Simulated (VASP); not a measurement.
The system is MgSe.

```
CELL_PARAMETERS angstrom
0.00000 2.73628 2.73628
2.73628 0.00000 2.73628
2.73628 2.73628 0.00000
ATOMIC_POSITIONS crystal
Mg 0.00000 0.00000 0.00000
Se 0.50000 0.50000 0.50000
```

Base run:

| Quantity | Value |
| --- | --- |
| Program | VASP 6.6.1 |
| Functional | HSE06 |
| Potentials or basis | VASP PAW PBE potentials, release 64 (Mg, Se) |
| Cutoff | 520 eV |
| k mesh | 6 × 6 × 6 |
| Occupations | gaussian, width 0.01 eV |
| Spin | no spin polarisation |

Its results: band gap on the k mesh 2.62 eV (least direct gap 3.50 eV); pressure -0.6 GPa.

Problem. The run is repeated on the same cell with these changes: functional from HSE06 to PBE0. What comes out?

Solution. Band gap on the k mesh 3.33 eV (least direct gap 4.18 eV); pressure -0.6 GPa.

Caveats: the PAW data sets were made with another functional, which shifts forces and pressure a little.

A k mesh can miss the band edges.
